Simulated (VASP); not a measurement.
# Zn24SO23 (a cell with a defect) (zincite) in VASP: electric field gradients with PBE

Aim: the electric field gradients of Zn24SO23 (a cell with a defect) (zincite) with PBE.

Program: VASP 6.6.1. These are calculated values, not measurements. Logs are shortened: lines on timing, memory, paths and dates and some standing lists are left out, and cuts for length are marked.

## Step 1: The cell of the first run

The cell holds a defect, 48 atoms: a = 6.499 Å, b = 9.748 Å, c = 10.411 Å, α = 90.00°, β = 90.00°, γ = 120.00°.

## Step 2: Electric field gradients, PBE

INCAR

```
ALGO = Normal
EDIFF = 1E-8
ENCUT = 520
GGA = PE
ISIF = 2
ISMEAR = -1
LASPH = True
LCHARG = False
LEFG = True
LREAL = Auto
LWAVE = False
NBANDS = 246
NELM = 100
PREC = Accurate
SIGMA = 0.01
```

KPOINTS

```
k-points
0
Gamma
  3 2 2
```

POSCAR

```
Zn24SO23
1.0
    6.4986160000      0.0000000000      0.0000000000
   -4.8739620000      8.4419498181      0.0000000000
    0.0000000000      0.0000000000     10.4114180000
Zn S O
24 1 23
Direct
    0.1666666666      0.2222222222      0.2500000000
    0.1666666666      0.2222222222      0.7500000000
    0.1666666666      0.5555555556      0.2500000000
    0.1666666666      0.5555555556      0.7500000000
    0.1666666666      0.8888888889      0.2500000000
    0.1666666666      0.8888888889      0.7500000000
    0.6666666666      0.2222222222      0.2500000000
    0.6666666666      0.2222222222      0.7500000000
    0.6666666666      0.5555555556      0.2500000000
    0.6666666666      0.5555555556      0.7500000000
    0.6666666666      0.8888888889      0.2500000000
    0.6666666666      0.8888888889      0.7500000000
    0.3333333334      0.1111111111      0.0000000000
    0.3333333334      0.1111111111      0.5000000000
    0.3333333334      0.4444444444      0.0000000000
    0.3333333334      0.4444444444      0.5000000000
    0.3333333334      0.7777777778      0.0000000000
    0.3333333334      0.7777777778      0.5000000000
    0.8333333334      0.1111111111      0.0000000000
    0.8333333334      0.1111111111      0.5000000000
    0.8333333334      0.4444444444      0.0000000000
    0.8333333334      0.4444444444      0.5000000000
    0.8333333334      0.7777777778      0.0000000000
    0.8333333334      0.7777777778      0.5000000000
    0.3333333334      0.1111111111      0.1895050000
    0.3333333334      0.1111111111      0.6895050000
    0.3333333334      0.4444444444      0.1895050000
    0.3333333334      0.4444444444      0.6895050000
    0.3333333334      0.7777777778      0.1895050000
    0.3333333334      0.7777777778      0.6895050000
    0.8333333334      0.1111111111      0.1895050000
    0.8333333334      0.1111111111      0.6895050000
    0.8333333334      0.4444444444      0.1895050000
    0.8333333334      0.4444444444      0.6895050000
    0.8333333334      0.7777777778      0.1895050000
    0.8333333334      0.7777777778      0.6895050000
    0.1666666666      0.2222222222      0.4395050000
    0.1666666666      0.2222222222      0.9395050000
    0.1666666666      0.5555555556      0.4395050000
    0.1666666666      0.5555555556      0.9395050000
    0.1666666666      0.8888888889      0.4395050000
    0.1666666666      0.8888888889      0.9395050000
    0.6666666666      0.2222222222      0.4395050000
    0.6666666666      0.2222222222      0.9395050000
    0.6666666666      0.5555555556      0.4395050000
    0.6666666666      0.5555555556      0.9395050000
    0.6666666666      0.8888888889      0.4395050000
    0.6666666666      0.8888888889      0.9395050000
```

Potentials or basis: VASP PAW PBE potentials, release 64 (Zn, S, O).

The run is started by

```console
$ cat potpaw_PBE.64/Zn/POTCAR potpaw_PBE.64/S/POTCAR potpaw_PBE.64/O/POTCAR > POTCAR
$ mpirun -np 1 vasp_std > vasp.out
```

OUTCAR:

```text
EDIFF = 1E-8
   ENCUT = 520
   GGA = PE
   ISIF = 2
   ISMEAR = -1
   LASPH = True
   LREAL = Auto
   NELM = 100
   PREC = Accurate

 ion  position               nearest neighbor table
   1  0.167  0.222  0.250-  37 1.97  31 1.98  27 1.98  25 1.98
   2  0.167  0.222  0.750-  38 1.97  32 1.98  28 1.98  26 1.98
   3  0.167  0.556  0.250-  39 1.97  33 1.98  29 1.98  27 1.98
   4  0.167  0.556  0.750-  40 1.97  34 1.98  30 1.98  28 1.98
   5  0.167  0.889  0.250-  41 1.97  35 1.98  25 1.98  29 1.98
   6  0.167  0.889  0.750-  42 1.97  36 1.98  26 1.98  30 1.98
[... 40 lines left out ...]
  47  0.667  0.889  0.440-  11 1.97  18 1.98  20 1.98  24 1.98
  48  0.667  0.889  0.940-  12 1.97  17 1.98  19 1.98  23 1.98

  LATTYP: Found a simple monoclinic cell.
 ALAT       =     6.4986160000
 B/A-ratio  =     1.6020977390
 C/A-ratio  =     1.3228756555
 COS(beta)  =    -0.1889822365

  Lattice vectors:

 A1 = (   6.4986160000,   0.0000000000,   0.0000000000)
 A2 = (   0.0000000000,   0.0000000000,  10.4114180000)
 A3 = (  -1.6246540000,  -8.4419498181,   0.0000000000)

Analysis of symmetry for initial positions (statically):
=====================================================================
 Subroutine PRICEL returns:
 Original cell was already a primitive cell.

 Routine SETGRP: Setting up the symmetry group for a
 simple monoclinic supercell.

 Subroutine GETGRP returns: Found  1 space group operations
 (whereof  1 operations were pure point group operations)
 out of a pool of  4 trial point group operations.

The static configuration has the point symmetry C_1 .

Analysis of symmetry for dynamics (positions and initial velocities):
=====================================================================
 Subroutine PRICEL returns:
 Original cell was already a primitive cell.

 Routine SETGRP: Setting up the symmetry group for a
 simple monoclinic supercell.

 Subroutine GETGRP returns: Found  1 space group operations
 (whereof  1 operations were pure point group operations)
 out of a pool of  4 trial point group operations.

The dynamic configuration has the point symmetry C_1 .

 Subroutine INISYM returns: Found  1 space group operations
 (whereof  1 operations are pure point group operations),
 and found     1 'primitive' translations

----------------------------------------------------------------------------------------

                                     Primitive cell

  volume of cell :     571.1807

  direct lattice vectors                    reciprocal lattice vectors
     6.498616000  0.000000000  0.000000000     0.153878918  0.088842035  0.000000000
    -4.873962000  8.441949818  0.000000000     0.000000000  0.118456046  0.000000000
     0.000000000  0.000000000 10.411418000     0.000000000  0.000000000  0.096048396

  length of vectors
     6.498616000  9.747924000 10.411418000     0.177684070  0.118456046  0.096048396

  position of ions in fractional coordinates (direct lattice)
     0.166666667  0.222222222  0.250000000
     0.166666667  0.222222222  0.750000000
     0.166666667  0.555555556  0.250000000
     0.166666667  0.555555556  0.750000000
     0.166666667  0.888888889  0.250000000
     0.166666667  0.888888889  0.750000000
[... 40 lines left out ...]
     0.666666667  0.888888889  0.439505000
     0.666666667  0.888888889  0.939505000

  ion indices of the primitive-cell ions
   primitive index   ion index
                 1           1
                 2           2
                 3           3
                 4           4
                 5           5
                 6           6
[... 40 lines left out ...]
                47          47
                48          48

[... 71 lines left out ...]
   ENCUT  =  520.0 eV  38.22 Ry    6.18 a.u.  12.08 18.12 19.36*2*pi/ulx,y,z
   NELM   =    100;   NELMIN=  2; NELMDL= -5     # of ELM steps
   EDIFF  = 0.1E-07   stopping-criterion for ELM
   LREAL  =      T    real-space projection
   EDIFFG = 0.1E-06   stopping-criterion for IOM
   NSW    =      0    number of steps for IOM
   IBRION =     -1    ionic relax: 0-MD 1-quasi-New 2-CG
   NFREE  =      0    steps in history (QN), initial steepest desc. (CG)
   ISIF   =      2    stress and relaxation
   ISYM   =      2    0-nonsym 1-usesym 2-fastsym
   POTIM  = 0.5000    time-step for ionic-motion
   TEBEG  =    0.0;   TEEND  =   0.0 temperature during run
   PSTRESS=    0.0 pullay stress
   NELECT =     432.0000    total number of electrons
   NUPDOWN=      -1.0000    fix difference up-down
   EMIN   =  10.00;   EMAX   =-10.00  energy-range for DOS
   EFERMI =   0.00;   METHOD = LEGACY
   ISMEAR =    -1;   SIGMA  =   0.01  broadening in eV -4-tet -1-fermi 0-gaus
   EFERMI_NEDOS =   21; number of points for ismear=-14 and -15
   IALGO  =     38    algorithm
   IMIX   =      4    mixing-type and parameters
     AMIX     =   0.40;   BMIX     =  1.00
     AMIX_MAG =   1.60;   BMIX_MAG =  1.00
  volume/ion in A,a.u.               =      11.90        80.30
  Fermi-wavevector in a.u.,A,eV,Ry     =   1.491574  2.818667 30.270160  2.224794
  Thomas-Fermi vector in A             =   2.604212
   LORBIT       =      0    0 simple, 1 ext, 2 COOP (PROOUT), +10 PAW based schemes
   GGA     = PE    functional components
   LHFCALC =     F    Hartree Fock is set to
   AEXX    =    0.0000 exact exchange contribution
   IVDW    =     0    specifies the selected vdW correction
   LEPSILON=     F    determine dielectric tensor
   LRPA    =     F    only Hartree local field effects (RPA)
 non-spin polarized calculation
  energy-cutoff  :      520.00
  volume of cell :      571.18
 maximum number of plane-waves:     15404
   NGX = 25   NGY = 37   NGZ = 39

 number of electron     432.0000199 magnetization

 Free energy of the ion-electron system (eV)
  ---------------------------------------------------
  ext. energy  EPLUGINS =         0.00000000
  ---------------------------------------------------
  free energy    TOTEN  =      -208.65337781 eV

  energy without entropy =     -208.65337781  energy(sigma->0) =     -208.65337781

 E-fermi :   1.7365     XC(G=0): -10.9691

 val. band max:        1.5030922959   @ k =   0.0000   0.0000   0.0000
 cond. band min:       2.3983140151   @ k =   0.0000   0.0000   0.0000
 fundamental gap:      0.8952217192
 Fermi energy:         1.7364988983

 k-point     1 :       0.0000    0.0000    0.0000
  band No.  band energies     occupation
      1     -16.6295      2.00000
      2     -16.2911      2.00000
      3     -16.2658      2.00000
      4     -16.1714      2.00000
      5     -16.1453      2.00000
      6     -15.9723      2.00000
[... 1837 lines left out ...]
    227       7.1660      0.00000
    228       7.2709      0.00000
 [bands above 228 left out]

------------------------ aborting loop because EDIFF is reached ----------------------------------------

  FORCE on cell =-STRESS in cart. coord.  units (eV):
  Direction    XX          YY          ZZ          XY          YZ          ZX
  --------------------------------------------------------------------------------------
  -------------------------------------------------------------------------------------
  Total       34.1343035     34.0798847     40.9958532     -0.0027790     -0.0031587      0.0005802
  in kB       95.7476454     95.5949993    114.9944783     -0.0077951     -0.0088602      0.0016275
  external PRESSURE =     102.1123743 kB  Pullay stress =       0.0000000 kB

 VOLUME and BASIS-vectors are now :
 -----------------------------------------------------------------------------
  energy-cutoff  :      520.00
  volume of cell :      571.18
      direct lattice vectors                 reciprocal lattice vectors
     6.498616000  0.000000000  0.000000000     0.153878918  0.088842035  0.000000000
    -4.873962000  8.441949818  0.000000000     0.000000000  0.118456046  0.000000000
     0.000000000  0.000000000 10.411418000     0.000000000  0.000000000  0.096048396

 POSITION                                       TOTAL-FORCE (eV/Angst)
 -----------------------------------------------------------------------------------
     -0.00000      1.87599      2.60285        -3.548551      2.050942      1.312619
     -0.00000      1.87599      7.80856        -0.032574      0.016228     -0.070635
     -1.62465      4.68997      2.60285         0.018563      0.023694     -0.090423
     -1.62465      4.68997      7.80856        -0.001270     -0.002409     -0.080889
     -3.24931      7.50396      2.60285         0.006345     -4.112902      1.323141
     -3.24931      7.50396      7.80856        -0.000014     -0.033413     -0.070450
[... 40 lines left out ...]
     -0.00000      7.50396      4.57587         0.000895      0.000199      0.054678
     -0.00000      7.50396      9.78158         0.001459      0.006642      0.098506
 -----------------------------------------------------------------------------------
    total drift:                               -0.000011      0.000003     -0.180794

  FREE ENERGIE OF THE ION-ELECTRON SYSTEM (eV)
  ---------------------------------------------------
  free  energy   TOTEN  =      -208.6533778144 eV

  energy  without entropy=     -208.6533778144  energy(sigma->0) =     -208.65337781

 Electric field gradients (V/A^2)
---------------------------------------------------------------------
 ion       V_xx      V_yy      V_zz      V_xy      V_xz      V_yz
---------------------------------------------------------------------
   1     -31.743     9.616    22.127    35.046    23.692   -14.154
   2       0.051    -0.024    -0.027    -0.110     0.338    -0.204
   3      -1.185    -0.327     1.512    -0.172     0.237     0.333
   4      -0.554    -0.522     1.076    -0.008     0.001     0.001
   5      30.011   -51.700    21.689     0.129     0.070    27.650
   6      -0.071     0.101    -0.030    -0.001     0.002     0.402
[... 40 lines left out ...]
  47       0.853     0.936    -1.789    -0.025    -0.023     0.035
  48       0.929     0.996    -1.925    -0.034     0.034     0.158
---------------------------------------------------------------------

 Electric field gradients after diagonalization (V/A^2)
 (convention: |V_zz| > |V_xx| > |V_yy|)
----------------------------------------------------------------------
 ion       V_xx      V_yy      V_zz     asymmetry (V_yy - V_xx)/ V_zz
----------------------------------------------------------------------
   1      31.441    29.482   -60.924       0.032
   2      -0.352    -0.101     0.453       0.554
   3      -1.250    -0.335     1.586       0.577
   4      -0.556    -0.521     1.076       0.033
   5      30.952    29.999   -60.951       0.016
   6      -0.372    -0.071     0.443       0.677
[... 40 lines left out ...]
  47       0.943     0.847    -1.790       0.054
  48       1.016     0.917    -1.934       0.051
----------------------------------------------------------------------

           NMR quadrupolar parameters

 Cq : quadrupolar parameter    Cq=e*Q*V_zz/h
 eta: asymmetry parameters     (V_yy - V_xx)/ V_zz
 Q  : nuclear electric quadrupole moment in mb (millibarn)
----------------------------------------------------------------------
 ion       Cq(MHz)       eta       Q (mb)
----------------------------------------------------------------------
   1      -0.147       0.032       1.000
   2       0.001       0.554       1.000
   3       0.004       0.577       1.000
   4       0.003       0.033       1.000
   5      -0.147       0.016       1.000
   6       0.001       0.677       1.000
[... 40 lines left out ...]
  47      -0.004       0.054       1.000
  48      -0.005       0.051       1.000
----------------------------------------------------------------------
```

It took 55 min on 1 thread of Intel Xeon Platinum 8488C (Sapphire Rapids), shared host; peak memory 1 GiB.

Results:

| Property | Result |
| --- | --- |
| Free energy | -208.6534 eV |
| Pressure | 10.2 GPa |
| Largest force | 4.514 eV/Å |
| Band gap on the k mesh | 0.90 eV |

Forces in eV/Å, atoms in the order of the input:
```
Zn  -3.549  2.051  1.313
Zn  -0.033  0.016 -0.071
Zn   0.019  0.024 -0.090
Zn  -0.001 -0.002 -0.081
Zn   0.006 -4.113  1.323
Zn   0.000 -0.033 -0.070
Zn   3.549  2.045  1.315
Zn   0.033  0.017 -0.071
Zn  -0.019  0.015 -0.068
Zn   0.001  0.000 -0.085
Zn  -0.007 -0.024 -0.055
Zn   0.000  0.003 -0.090
Zn   0.000  0.000 -4.514
Zn   0.000  0.001  0.049
Zn  -0.012  0.009 -0.081
Zn  -0.006  0.000 -0.050
Zn  -0.003 -0.018 -0.082
Zn  -0.004 -0.006 -0.051
Zn   0.000  0.015 -0.100
Zn   0.000  0.011 -0.034
Zn   0.012  0.008 -0.088
Zn   0.006  0.000 -0.048
Zn   0.003 -0.014 -0.089
Zn   0.004 -0.005 -0.049
S   -0.001  0.000  0.322
O    0.000  0.000  0.058
O   -0.167  0.123  0.113
O    0.005  0.009  0.070
O    0.045 -0.191  0.113
O    0.010  0.000  0.070
O    0.000  0.151  0.161
O    0.000 -0.017  0.066
O    0.166  0.141  0.114
O   -0.005  0.009  0.070
O   -0.045 -0.220  0.115
O   -0.010 -0.001  0.070
O   -0.155  0.089  0.222
O   -0.067  0.033 -0.196
O   -0.001 -0.001  0.067
O   -0.002 -0.001  0.082
O   -0.001 -0.180  0.221
O   -0.001 -0.073 -0.198
O    0.155  0.089  0.220
O    0.067  0.034 -0.195
O    0.001  0.001  0.060
O    0.002  0.000  0.090
O    0.001  0.000  0.055
O    0.001  0.007  0.099
```

Levels at points of the mesh, in eV from the valence-band top:
```csv
k point,band 214,band 215,band 216,band 217,band 218,band 219
"(0.00, 0.00, 0.00)",-0.08,-0.01,0.00,0.90,3.48,3.51
"(0.00, 0.50, 0.00)",-0.26,-0.24,-0.14,2.31,2.39,4.10
"(0.00, 0.00, 0.50)",-0.17,-0.10,-0.08,1.97,2.06,4.29
"(0.00, 0.50, 0.50)",-0.39,-0.37,-0.22,2.80,2.91,2.93
```

Electric field gradients, principal values (V/Å²):
| atom | least | middle | greatest (by size) |
| --- | --- | --- | --- |
| 1 Zn | 29.482 | 31.441 | -60.924 |
| 2 Zn | -0.101 | -0.352 | 0.453 |
| 3 Zn | -0.335 | -1.250 | 1.586 |
| 4 Zn | -0.521 | -0.556 | 1.076 |
| 5 Zn | 29.999 | 30.952 | -60.951 |
| 6 Zn | -0.071 | -0.372 | 0.443 |
| 7 Zn | 29.478 | 31.478 | -60.956 |
| 8 Zn | -0.110 | -0.345 | 0.455 |
| 9 Zn | 0.104 | 0.860 | -0.964 |
| 10 Zn | -0.566 | -0.599 | 1.165 |
| 11 Zn | 0.034 | 0.257 | -0.291 |
| 12 Zn | -0.588 | -0.661 | 1.249 |
| 13 Zn | 30.396 | 30.491 | -60.887 |
| 14 Zn | -0.670 | -0.679 | 1.350 |
| 15 Zn | -0.318 | -0.646 | 0.964 |
| 16 Zn | -0.166 | -0.858 | 1.024 |
| 17 Zn | -0.326 | -0.625 | 0.951 |
| 18 Zn | -0.173 | -0.877 | 1.051 |
| 19 Zn | -0.289 | -0.902 | 1.191 |
| 20 Zn | -0.563 | -0.651 | 1.214 |
| 21 Zn | -0.359 | -0.688 | 1.047 |
| 22 Zn | -0.159 | -0.839 | 0.999 |
| 23 Zn | -0.373 | -0.666 | 1.040 |
| 24 Zn | -0.192 | -0.867 | 1.059 |
| 25 S | -0.485 | -0.565 | 1.051 |
| 26 O | 0.571 | 0.618 | -1.189 |
| 27 O | 0.867 | 4.437 | -5.304 |
| 28 O | 0.810 | 1.103 | -1.914 |
| 29 O | 0.944 | 4.616 | -5.560 |
| 30 O | 0.805 | 1.044 | -1.849 |
| 31 O | 2.939 | 8.286 | -11.225 |
| 32 O | 1.002 | 1.148 | -2.150 |
| 33 O | 0.609 | 4.426 | -5.035 |
| 34 O | 0.811 | 1.145 | -1.956 |
| 35 O | 0.527 | 4.445 | -4.972 |
| 36 O | 0.802 | 1.027 | -1.829 |
| 37 O | 2.835 | 4.490 | -7.325 |
| 38 O | 3.772 | 4.867 | -8.639 |
| 39 O | 0.774 | 0.838 | -1.612 |
| 40 O | 0.989 | 1.036 | -2.025 |
| 41 O | 2.871 | 4.404 | -7.275 |
| 42 O | 3.764 | 4.852 | -8.616 |
| 43 O | 2.843 | 4.494 | -7.337 |
| 44 O | 3.785 | 4.872 | -8.657 |
| 45 O | 0.754 | 0.963 | -1.717 |
| 46 O | 0.937 | 1.009 | -1.946 |
| 47 O | 0.847 | 0.943 | -1.790 |
| 48 O | 0.917 | 1.016 | -1.934 |

Caveat: without QUAD_EFG the Cq values of the log hold for a quadrupole moment of 1 mb, not for the nuclei.
